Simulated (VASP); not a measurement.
# W in VASP: relaxation of the atoms with PBEsol

Aim: the relaxation of the atoms of W with PBEsol.

All numbers are computed with VASP 6.6.1; they aren't measurements. Logs are shortened: lines on timing, memory, paths and dates and some standing lists are left out, and cuts for length are marked.

## Step 1: The cell of the first run

The cell holds a slab with vacuum, 4 atoms: a = 3.155 Å, b = 3.155 Å, c = 18.732 Å, α = 90.00°, β = 90.00°, γ = 90.00°.

## Step 2: Relaxation of the atoms, PBEsol

File INCAR:

```
SYSTEM = W
PREC = Accurate
ENCUT = 520
EDIFF = 1E-6
ISMEAR = 0
SIGMA = 0.1
LREAL = .False.
LASPH = .True.
NELM = 80
ALGO = Fast
ISIF = 2
LWAVE = .False.
LCHARG = .False.
LDIPOL = .True.
IDIPOL = 3
DIPOL = 0.5 0.5 0.500
GGA = PS
IBRION = 2
NSW = 70
EDIFFG = -0.03
```

File KPOINTS:

```
Automatic mesh
0
Gamma
  9 9 1
  0 0 0
```

File POSCAR:

```
W
1.0
    3.1545348002      0.0000000000      0.0000000000
    0.0000000000      3.1545348002      0.0000000000
    0.0000000000      0.0000000000     18.7318022003
W
4
Selective dynamics
Direct
    0.5000000000      0.5000000000      0.3736960238  F F F
    0.0000000000      0.0000000000      0.4578986746  F F F
    0.5000000000      0.5000000000      0.5421013254  T T T
    0.0000000000      0.0000000000      0.6263039762  T T T
```

Potentials or basis: VASP PAW PBE potentials, release 64 (W_sv).

Run with:

```bash
cat potpaw_PBE.64/W_sv/POTCAR > POTCAR
mpirun -np 1 vasp_std > vasp.out
```

OUTCAR:

```text
SYSTEM = W
   PREC = Accurate
   ENCUT = 520
   EDIFF = 1E-6
   ISMEAR = 0
   LREAL = .False.
   LASPH = .True.
   NELM = 80
   ISIF = 2
   GGA = PS
   IBRION = 2
   NSW = 70
   EDIFFG = -0.03

 ion  position               nearest neighbor table
   1  0.500  0.500  0.374-   2 2.73   2 2.73   2 2.73   2 2.73   3 3.15
   2  0.000  0.000  0.458-   3 2.73   3 2.73   3 2.73   3 2.73   1 2.73   1 2.73   1 2.73   1 2.73
                             4 3.15
   3  0.500  0.500  0.542-   2 2.73   2 2.73   2 2.73   2 2.73   4 2.73   4 2.73   4 2.73   4 2.73
                             1 3.15
   4  0.000  0.000  0.626-   3 2.73   3 2.73   3 2.73   3 2.73   2 3.15

  LATTYP: Found a simple tetragonal cell.
 ALAT       =     3.1545348002
 C/A-ratio  =     5.9380553352

  Lattice vectors:

 A1 = (   3.1545348002,   0.0000000000,   0.0000000000)
 A2 = (   0.0000000000,   3.1545348002,   0.0000000000)
 A3 = (   0.0000000000,   0.0000000000,  18.7318022003)

Analysis of symmetry for initial positions (statically):
=====================================================================
 Subroutine PRICEL returns:
 Original cell was already a primitive cell.

 Routine SETGRP: Setting up the symmetry group for a
 simple tetragonal supercell.

 Subroutine GETGRP returns: Found 16 space group operations
 (whereof  8 operations were pure point group operations)
 out of a pool of 16 trial point group operations.

The static configuration has the point symmetry C_4v.
 The point group associated with its full space group is D_4h.

Analysis of symmetry for dynamics (positions and initial velocities):
=====================================================================
 Subroutine PRICEL returns:
 Original cell was already a primitive cell.

 Routine SETGRP: Setting up the symmetry group for a
 simple tetragonal supercell.

 Subroutine GETGRP returns: Found 16 space group operations
 (whereof  8 operations were pure point group operations)
 out of a pool of 16 trial point group operations.

The dynamic configuration has the point symmetry C_4v.
 The point group associated with its full space group is D_4h.

Analysis of constrained symmetry for selective dynamics:
=====================================================================
 Subroutine PRICEL returns:
 Original cell was already a primitive cell.

 Routine SETGRP: Setting up the symmetry group for a
 simple tetragonal supercell.

 Subroutine GETGRP returns: Found  8 space group operations
 (whereof  8 operations were pure point group operations)
 out of a pool of 16 trial point group operations.

The constrained configuration has the point symmetry C_4v.

 Subroutine INISYM returns: Found  8 space group operations
 (whereof  8 operations are pure point group operations),
 and found     1 'primitive' translations

----------------------------------------------------------------------------------------

                                     Primitive cell

  volume of cell :     186.4018

  direct lattice vectors                    reciprocal lattice vectors
     3.154534800  0.000000000  0.000000000     0.317003953  0.000000000  0.000000000
     0.000000000  3.154534800  0.000000000     0.000000000  0.317003953  0.000000000
     0.000000000  0.000000000 18.731802200     0.000000000  0.000000000  0.053385146

  length of vectors
     3.154534800  3.154534800 18.731802200     0.317003953  0.317003953  0.053385146

  position of ions in fractional coordinates (direct lattice)
     0.500000000  0.500000000  0.373696024
     0.000000000  0.000000000  0.457898675
     0.500000000  0.500000000  0.542101325
     0.000000000  0.000000000  0.626303976

  ion indices of the primitive-cell ions
   primitive index   ion index
                 1           1
                 2           2
[... 53 lines left out ...]
   NGXF,Y,Z  is equivalent  to a cutoff of  25.30, 25.30, 24.85 a.u.
 SYSTEM =  W
   PREC   = accura    normal or accurate (medium, high low for compatibility)
   ISTART =      0    job   : 0-new  1-cont  2-samecut
   ICHARG =      2    charge: 1-file 2-atom 10-const
   ISPIN  =      1    spin polarized calculation?
   LNONCOLLINEAR =      F non collinear calculations
   LSORBIT =      F    spin-orbit coupling
   LASPH  =      T    aspherical Exc in radial PAW
   ENCUT  =  520.0 eV  38.22 Ry    6.18 a.u.   5.87  5.87 34.83*2*pi/ulx,y,z
   NELM   =     80;   NELMIN=  2; NELMDL= -5     # of ELM steps
   EDIFF  = 0.1E-05   stopping-criterion for ELM
   LREAL  =      F    real-space projection
   EDIFFG = -.3E-01   stopping-criterion for IOM
   NSW    =     70    number of steps for IOM
   IBRION =      2    ionic relax: 0-MD 1-quasi-New 2-CG
   NFREE  =      1    steps in history (QN), initial steepest desc. (CG)
   ISIF   =      2    stress and relaxation
   ISYM   =      2    0-nonsym 1-usesym 2-fastsym
   POTIM  = 0.5000    time-step for ionic-motion
   TEBEG  =    0.0;   TEEND  =   0.0 temperature during run
   PSTRESS=    0.0 pullay stress
   NELECT =      56.0000    total number of electrons
   NUPDOWN=      -1.0000    fix difference up-down
   EMIN   =  10.00;   EMAX   =-10.00  energy-range for DOS
   EFERMI =   0.00;   METHOD = LEGACY
   ISMEAR =     0;   SIGMA  =   0.10  broadening in eV -4-tet -1-fermi 0-gaus
   EFERMI_NEDOS =   21; number of points for ismear=-14 and -15
   IALGO  =     68    algorithm
   IMIX   =      4    mixing-type and parameters
     AMIX     =   0.40;   BMIX     =  1.00
     AMIX_MAG =   1.60;   BMIX_MAG =  1.00
  volume/ion in A,a.u.               =      46.60       314.48
  Fermi-wavevector in a.u.,A,eV,Ry     =   1.096446  2.071983 16.356854  1.202195
  Thomas-Fermi vector in A             =   2.232789
   LORBIT       =      0    0 simple, 1 ext, 2 COOP (PROOUT), +10 PAW based schemes
   GGA     = PS    functional components
   LHFCALC =     F    Hartree Fock is set to
   AEXX    =    0.0000 exact exchange contribution
   IVDW    =     0    specifies the selected vdW correction
   LEPSILON=     F    determine dielectric tensor
   LRPA    =     F    only Hartree local field effects (RPA)
 conjugate gradient relaxation of ions
 non-spin polarized calculation
 RMM-DIIS sequential band-by-band and
 Gauss-broadening in eV      SIGMA  =   0.10
  energy-cutoff  :      520.00
  volume of cell :      186.40
 maximum number of plane-waves:      5062
 NGX is ok and might be reduce to    24
   NGX = 11   NGY = 11   NGZ = 69

--------------------------------------- Ionic step        1  -------------------------------------------

 number of electron      56.0000002 magnetization

 Free energy of the ion-electron system (eV)
  ---------------------------------------------------
  ext. energy  EPLUGINS =         0.00000000
  ---------------------------------------------------
  free energy    TOTEN  =       -49.39537020 eV

  energy without entropy =      -49.37411096  energy(sigma->0) =      -49.38474058

------------------------ aborting loop because EDIFF is reached ----------------------------------------

  FORCE on cell =-STRESS in cart. coord.  units (eV):
  Direction    XX          YY          ZZ          XY          YZ          ZX
  --------------------------------------------------------------------------------------
  -------------------------------------------------------------------------------------
  Total       -9.5118999     -9.5118999     -5.5038047      0.0000000      0.0000000      0.0000000
  in kB      -81.7575080    -81.7575080    -47.3067800      0.0000000      0.0000000      0.0000000
  external PRESSURE =     -70.2739320 kB  Pullay stress =       0.0000000 kB
[... 19 lines left out ...]
  FREE ENERGIE OF THE ION-ELECTRON SYSTEM (eV)
  ---------------------------------------------------
  free  energy   TOTEN  =       -49.3953702024 eV

  energy  without entropy=      -49.3741109552  energy(sigma->0) =      -49.38474058

 dipolmoment           0.000000      0.000000      0.001562 electrons x Angstroem

--------------------------------------- Ionic step        2  -------------------------------------------

 number of electron      56.0000001 magnetization

------------------------ aborting loop because EDIFF is reached ----------------------------------------
[... 149 lines left out ...]
 number of electron      56.0000002 magnetization

------------------------ aborting loop because EDIFF is reached ----------------------------------------

 vacuum level on the upper side and lower side of the slab       (xc-potential included)        -0.050         0.032

  FORCE on cell =-STRESS in cart. coord.  units (eV):
  Direction    XX          YY          ZZ          XY          YZ          ZX
  --------------------------------------------------------------------------------------
  -------------------------------------------------------------------------------------
  Total       -6.8095286     -6.8095286     -2.9883119      0.0000000      0.0000000      0.0000000
  in kB      -58.5298513    -58.5298513    -25.6853981      0.0000000      0.0000000      0.0000000
  external PRESSURE =     -47.5817002 kB  Pullay stress =       0.0000000 kB
[... 63 lines left out ...]
--------------------------------------- Ionic step        8  -------------------------------------------

 number of electron      56.0000002 magnetization

 dipolmoment           0.000000      0.000000     -0.004555 electrons x Angstroem

 Free energy of the ion-electron system (eV)
  ---------------------------------------------------
  ext. energy  EPLUGINS =         0.00000000
  ---------------------------------------------------
  free energy    TOTEN  =       -49.58661518 eV

  energy without entropy =      -49.55321622  energy(sigma->0) =      -49.56991570

 E-fermi :   1.0492     XC(G=0):  -5.9127

 val. band max:        1.0116067469   @ k =   0.1111   0.0000   0.0000
 cond. band min:       1.0756823645   @ k =   0.1111   0.0000   0.0000
 fundamental gap:      0.0640756176
 Fermi energy:         1.0492312113

 k-point     1 :       0.0000    0.0000    0.0000
  band No.  band energies     occupation
      1     -72.7790      2.00000
      2     -72.6843      2.00000
      3     -72.6213      2.00000
      4     -72.4588      2.00000
      5     -37.2441      2.00000
      6     -37.1690      2.00000
[... 529 lines left out ...]
     32       3.3345      0.00000
     33       3.9479      0.00000

------------------------ aborting loop because EDIFF is reached ----------------------------------------

 vacuum level on the upper side and lower side of the slab       (xc-potential included)        -0.113        -0.062

  FORCE on cell =-STRESS in cart. coord.  units (eV):
  Direction    XX          YY          ZZ          XY          YZ          ZX
  --------------------------------------------------------------------------------------
  -------------------------------------------------------------------------------------
  Total       -6.8560479     -6.8560479     -3.0146911      0.0000000      0.0000000      0.0000000
  in kB      -58.9296982    -58.9296982    -25.9121345      0.0000000      0.0000000      0.0000000
  external PRESSURE =     -47.9238436 kB  Pullay stress =       0.0000000 kB
[... 19 lines left out ...]
  FREE ENERGIE OF THE ION-ELECTRON SYSTEM (eV)
  ---------------------------------------------------
  free  energy   TOTEN  =       -49.5866151790 eV

  energy  without entropy=      -49.5532162227  energy(sigma->0) =      -49.56991570

 reached required accuracy - stopping structural energy minimisation

 vacuum level on the upper side and lower side of the slab         5.153         5.220
```

It took 20 min on 1 thread of Oxide Virtual Turin-like, shared host; peak memory 0.28 GiB.

Results:

```yaml
Free_energy: -49.5866 eV
Energy_gained_by_relaxing: 47.8 meV/atom
Ionic_steps: 8
Band_gap_on_the_k_mesh: zero (bands 28 and 29 overlap by 1.72 eV)
```

Step by step:
| step | energy change (eV) | largest force on free atoms (eV/Å) | pressure (GPa) |
| --- | --- | --- | --- |
| 1 | 0.0000 | 1.9576 | -7.03 |
| 2 | -0.1840 | 0.1959 | -5.41 |
| 3 | -0.1840 | 0.2001 | -5.42 |
| 4 | -0.1872 | 0.1515 | -5.25 |
| 5 | -0.1911 | 0.0642 | -4.84 |
| 6 | -0.1912 | 0.0460 | -4.76 |
| 7 | -0.1912 | 0.0465 | -4.82 |
| 8 | -0.1912 | 0.0023 | -4.79 |

Final structure:
```xyz
4
Lattice="3.1545 0.0000 0.0000 0.0000 3.1545 0.0000 0.0000 0.0000 18.7318" Properties=species:S:1:pos:R:3 pbc="T T T"
W     1.5773    1.5773    7.0000
W     0.0000    0.0000    8.5773
W     1.5773    1.5773   10.2155
W     0.0000    3.1545   11.6043
```

Levels at points of the mesh, in eV from the Fermi level:
```csv
k point,band 24,band 25,band 26,band 27,band 28,band 29,band 30,band 31,band 32,band 33
"(0.00, 0.00, 0.00)",-0.79,-0.69,-0.62,-0.37,-0.15,-0.15,-0.09,0.88,1.24,1.24
```

Caveat: the PAW data sets were made with another functional, which shifts forces and pressure a little; spin-orbit coupling is left out, which moves the levels of the heavy elements.

The gap in the log of VASP goes by the Fermi energy; the results here count the filled bands.